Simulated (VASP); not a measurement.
# W3O in VASP: further runs, part 2 of 2

VASP 6.6.1. The steps go on from the part before.

## Step 3: Single point, PBE

Input file INCAR:

```
SYSTEM = W3O
ALGO = Normal
DIPOL = 0.5 0.5 0.358
EDIFF = 1E-7
ENCUT = 520
GGA = PE
IDIPOL = 3
ISIF = 2
ISMEAR = 0
LASPH = .TRUE.
LCHARG = .TRUE.
LDIPOL = .TRUE.
LELF = .TRUE.
LREAL = .FALSE.
LVACPOTAV = .TRUE.
LVHAR = .TRUE.
LWAVE = .FALSE.
NBANDS = 32
NELM = 100
PREC = Accurate
SIGMA = 0.1
```

Input file KPOINTS:

```
k-points
0
G
  10 10 1
  0 0 0
```

Input file POSCAR:

```
W3O
1.0
    2.7571643597      0.0000000000      0.0000000000
   -0.9190547866      2.5994794874      0.0000000000
    0.0000000000      0.0000000000     19.8562161029
W O
3 1
Direct
    0.5000000000      0.5000000000      0.2014482507
    0.0000000000      0.0000000000      0.3111437107
    0.5000000000      0.5000000000      0.4208362792
    0.5000000000      0.8333333333      0.4976905379
```

Potentials or basis: VASP PAW PBE potentials, release 64 (W_sv, O).

Command:

```
$ cat potpaw_PBE.64/W_sv/POTCAR potpaw_PBE.64/O/POTCAR > POTCAR
$ mpirun -np 1 vasp_std > vasp.out
```

OUTCAR:

```text
SYSTEM = W3O
   EDIFF = 1E-7
   ENCUT = 520
   GGA = PE
   ISIF = 2
   ISMEAR = 0
   LASPH = .TRUE.
   LREAL = .FALSE.
   NELM = 100
   PREC = Accurate

 ion  position               nearest neighbor table
   1  0.500  0.500  0.201-   2 2.70   2 2.70   2 3.13   2 3.13
   2  0.000  0.000  0.311-   3 2.70   3 2.70   1 2.70   1 2.70   3 3.13   3 3.13   1 3.13   1 3.13

   3  0.500  0.500  0.421-   4 1.78   4 2.39   2 2.70   2 2.70   2 3.13   2 3.13
   4  0.500  0.833  0.498-   3 1.78   3 2.39

  LATTYP: Found a base centered orthorhombic cell.
 ALAT       =     3.1836991705
 B/A-ratio  =     1.4142135624
 C/A-ratio  =     6.2368380427

  Lattice vectors:

 A1 = (   2.7571643597,   0.0000000000,   0.0000000000)
 A2 = (  -0.9190547866,   2.5994794874,   0.0000000000)
 A3 = (   0.0000000000,   0.0000000000,  19.8562161029)

Analysis of symmetry for initial positions (statically):
=====================================================================
 Subroutine PRICEL returns:
 Original cell was already a primitive cell.

 Routine SETGRP: Setting up the symmetry group for a
 base centered orthorhombic supercell.

 Subroutine GETGRP returns: Found  1 space group operations
 (whereof  1 operations were pure point group operations)
 out of a pool of  8 trial point group operations.

The static configuration has the point symmetry C_1 .

Analysis of symmetry for dynamics (positions and initial velocities):
=====================================================================
 Subroutine PRICEL returns:
 Original cell was already a primitive cell.

 Routine SETGRP: Setting up the symmetry group for a
 base centered orthorhombic supercell.

 Subroutine GETGRP returns: Found  1 space group operations
 (whereof  1 operations were pure point group operations)
 out of a pool of  8 trial point group operations.

The dynamic configuration has the point symmetry C_1 .

 Subroutine INISYM returns: Found  1 space group operations
 (whereof  1 operations are pure point group operations),
 and found     1 'primitive' translations

[... 119 lines left out ...]
  volume/ion in A,a.u.               =      35.58       240.09
  Fermi-wavevector in a.u.,A,eV,Ry     =   1.139568  2.153470 17.668718  1.298614
  Thomas-Fermi vector in A             =   2.276271
   LORBIT       =      0    0 simple, 1 ext, 2 COOP (PROOUT), +10 PAW based schemes
   GGA     = PE    functional components
   LHFCALC =     F    Hartree Fock is set to
   AEXX    =    0.0000 exact exchange contribution
   IVDW    =     0    specifies the selected vdW correction
   LEPSILON=     F    determine dielectric tensor
   LRPA    =     F    only Hartree local field effects (RPA)
 non-spin polarized calculation
 Gauss-broadening in eV      SIGMA  =   0.10
  energy-cutoff  :      520.00
  volume of cell :      142.31
 maximum number of plane-waves:      3862
 NGX is ok and might be reduce to    24
   NGX = 11   NGY = 11   NGZ = 73

 dipolmoment           0.000000      0.000000     -0.702577 electrons x Angstroem

 number of electron      48.0000002 magnetization

 dipolmoment           0.000000      0.000000      0.097977 electrons x Angstroem

 Free energy of the ion-electron system (eV)
  ---------------------------------------------------
  ext. energy  EPLUGINS =         0.00000000
  ---------------------------------------------------
  free energy    TOTEN  =       -43.26965901 eV

  energy without entropy =      -43.25280312  energy(sigma->0) =      -43.26123107

 E-fermi :   0.2486     XC(G=0):  -6.0431

 val. band max:        0.2411021908   @ k =   0.5000   0.4000   0.0000
 cond. band min:       0.2543357119   @ k =   0.2000   0.0000   0.0000
 fundamental gap:      0.0132335211
 Fermi energy:         0.2486256017

 k-point     1 :       0.0000    0.0000    0.0000
  band No.  band energies     occupation
      1     -74.4313      2.00000
      2     -73.8452      2.00000
      3     -73.7496      2.00000
      4     -39.0602      2.00000
      5     -38.4166      2.00000
      6     -38.3482      2.00000
[... 829 lines left out ...]
     31       3.1949      0.00000
     32       3.7373      0.00000

 [... further k-points ...]
[... 5 lines left out ...]
  --------------------------------------------------------------------------------------
  -------------------------------------------------------------------------------------
  Total        0.9801983      1.4233978      2.8542125     -0.7749764      3.1494623     -0.4934426
  in kB       11.0351684     16.0247520     32.1330048     -8.7247610     35.4569566     -5.5552248
  external PRESSURE =      19.7309751 kB  Pullay stress =       0.0000000 kB

 VOLUME and BASIS-vectors are now :
 -----------------------------------------------------------------------------
  energy-cutoff  :      520.00
  volume of cell :      142.31
      direct lattice vectors                 reciprocal lattice vectors
     2.757164360  0.000000000  0.000000000     0.362691472  0.128230800  0.000000000
    -0.919054787  2.599479487  0.000000000     0.000000000  0.384692399  0.000000000
     0.000000000  0.000000000 19.856216103     0.000000000  0.000000000  0.050362063

 POSITION                                       TOTAL-FORCE (eV/Angst)
 -----------------------------------------------------------------------------------
      0.91905      1.29974      4.00000         0.058062      0.109940     -0.029984
      0.00000      0.00000      6.17814        -0.075523     -0.588466     -0.996342
      0.91905      1.29974      8.35622         0.282982     -1.059728      0.628547
      0.61270      2.16623      9.88225        -0.265522      1.538254      0.397779
 -----------------------------------------------------------------------------------
    total drift:                               -0.000032      0.000010      0.000546

  FREE ENERGIE OF THE ION-ELECTRON SYSTEM (eV)
  ---------------------------------------------------
  free  energy   TOTEN  =       -43.2696590080 eV

  energy  without entropy=      -43.2528031243  energy(sigma->0) =      -43.26123107

 vacuum level on the upper side and lower side of the slab         7.652         5.177
```

OSZICAR:

```text
N       E                     dE             d eps       ncg     rms          rms(c)
DAV:   1     0.566190483862E+03    0.56619E+03   -0.29567E+04  3808   0.146E+03
DAV:   2    -0.199794144941E+02   -0.58617E+03   -0.56714E+03  3904   0.455E+02
DAV:   3    -0.467621175178E+02   -0.26783E+02   -0.25884E+02  4184   0.985E+01
[... 22 lines left out ...]
DAV:  26    -0.432696568896E+02   -0.97814E-05   -0.18312E-06  3368   0.715E-03    0.679E-04
DAV:  27    -0.432696583185E+02   -0.14290E-05   -0.14699E-07  3072   0.218E-03    0.326E-04
DAV:  28    -0.432696586652E+02   -0.34664E-06   -0.31783E-08  2360   0.928E-04    0.500E-04
DAV:  29    -0.432696589083E+02   -0.24310E-06   -0.21220E-08  2200   0.689E-04    0.295E-04
DAV:  30    -0.432696590080E+02   -0.99687E-07   -0.15637E-08  1928   0.611E-04
   1 F= -.43269659E+02 E0= -.43261231E+02  d E =-.168559E-01
```

stdout:

```text
POSCAR found type information on POSCAR W O
 POSCAR found :  2 types and       4 ions
 scaLAPACK will be used
 LDA part: xc-table for (Slater+PW92), standard interpolation
 POSCAR, INCAR and KPOINTS ok, starting setup
 FFT: planning ... GRIDC
 FFT: planning ... GRID_SOFT
 FFT: planning ... GRID
 WAVECAR not read
 entering main loop
 -----------------------------------------------------------------------------
|                                                                             |
|           W    W    AA    RRRRR   N    N  II  N    N   GGGG   !!!           |
|           W    W   A  A   R    R  NN   N  II  NN   N  G    G  !!!           |
|           W    W  A    A  R    R  N N  N  II  N N  N  G       !!!           |
|           W WW W  AAAAAA  RRRRR   N  N N  II  N  N N  G  GGG   !            |
|           WW  WW  A    A  R   R   N   NN  II  N   NN  G    G                |
|           W    W  A    A  R    R  N    N  II  N    N   GGGG   !!!           |
|                                                                             |
|     Did not find any points to average over, which means that no vacuum     |
|     field-free region was found. Please increase the size of  your cell     |
|     in the dimension of the dipole correction to obtain accurate            |
|     workfunction values.                                                    |
|                                                                             |
 -----------------------------------------------------------------------------
```

Run time: 7.1 min. Hardware: 1 thread of Intel Xeon Platinum 8488C (Sapphire Rapids), shared host; peak memory 0.37 GiB.

Results:

| Property | Result |
| --- | --- |
| Free energy | -43.2697 eV |
| Largest force | 1.611 eV/Å |
| Band gap on the k mesh | zero (band 24 reaches 1.42 eV, above the bottom of band 25 at -0.23 eV) |

Forces on the atoms (eV/Å):
```
W    0.058  0.110 -0.030
W   -0.076 -0.588 -0.996
W    0.283 -1.060  0.629
O   -0.266  1.538  0.398
```

Caveat: spin-orbit coupling is left out, which moves the levels of the heavy elements.

## Step 4: Single point, PBE

Input file INCAR:

```
SYSTEM = W3O
  PREC = Accurate
  ENCUT = 520
  EDIFF = 1E-6
  ISMEAR = 0
  SIGMA = 0.1
  LREAL = .False.
  LASPH = .True.
  NELM = 60
  ALGO = Normal
  ISIF = 2
  LWAVE = .False.
  LCHARG = .True.
  LDIPOL = .True.
  IDIPOL = 3
  DIPOL = 0.5 0.5 0.360
  GGA = PE
  LELF = .True.
  LVHAR = .True.
  LVACPOTAV = .True.
  NBANDS = 32
```

Input file KPOINTS:

```
Automatic mesh
0
Gamma
  10 10 1
  0 0 0
```

POSCAR: that of step 3 with these lines changed.

```diff
@@ -11,2 +11,2 @@
     0.5000000000      0.5000000000      0.4208362792
-    0.5000000000      0.8333333333      0.4976905379
+    0.5000000000      0.6666666667      0.5049232567
```

Command:

```
$ cat potpaw_PBE.64/W_sv/POTCAR potpaw_PBE.64/O/POTCAR > POTCAR
$ mpirun -np 1 vasp_std > vasp.out
```

It took 6.6 min on 1 thread of Intel Xeon Platinum 8488C (Sapphire Rapids), shared host; peak memory 0.37 GiB.

It converged, with:

- Free energy: -43.0049 eV
- Largest force: 1.955 eV/Å
- Band gap on the k mesh: zero (band 24 reaches 1.32 eV, above the bottom of band 25 at -0.27 eV)

Forces on the atoms (eV/Å):
```
W    0.055  0.104  0.276
W    0.021 -0.411 -1.912
W   -0.120  0.142  1.064
O    0.044  0.165  0.571
```

Levels at points of the mesh, in eV from the Fermi level:
```csv
k point,band 22,band 23,band 24,band 25,band 26,band 27
"(0.00, 0.00, 0.00)",-1.37,-1.26,-0.49,-0.30,0.81,1.46
"(0.50, 0.00, 0.00)",-2.04,-0.39,0.68,1.62,2.16,2.43
"(0.00, 0.50, 0.00)",-1.91,-0.63,0.77,1.67,2.17,2.50
"(0.50, 0.50, 0.00)",-2.18,0.48,1.13,1.25,2.12,3.72
```

Caveat: spin-orbit coupling is left out, which moves the levels of the heavy elements.
